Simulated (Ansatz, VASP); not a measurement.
# MnO: VASP beside Ansatz

```xyz
2
Lattice="0.0222 2.2331 2.2331 2.2331 0.0222 2.2331 2.2331 2.2331 0.0222" Properties=species:S:1:pos:R:3 pbc="T T T"
Mn    0.0000    0.0000    0.0000
O     2.2442    2.2442    2.2442
```

Change from the starting cell: equal xy, yz and zx shear strains of +1 %.

Alike in both runs: task single point; functional PBE; k mesh 16 × 16 × 16; occupations fermi-dirac, width 0.05 eV; collinear spin.

```csv
,VASP,Ansatz
version,VASP 6.6.1,Ansatz 0.2.0
potentials or method,"VASP PAW PBE potentials, release 64 (Mn_pv, O), cutoff 520 eV","all-electron LAPW, scalar-relativistic"
```

VASP gave:

```
pressure (GPa)                                                : 0.0
traceless stress, the component that is largest in VASP (GPa) : -0.65
net moment per atom (μB)                                      : 2.38
size of the moment on the site where the two differ most (μB) : 0.20
```

**Question.** Estimate Ansatz's values.

**Answer.** Pressure (GPa): -0.1; traceless stress, the component that is largest in VASP (GPa): -0.65; net moment per atom (μB): 2.38; size of the moment on the site where the two differ most (μB): 0.23.

Site moments also hang on the region over which each program counts them. Ansatz ran all-electron here, and VASP with PAW potentials.
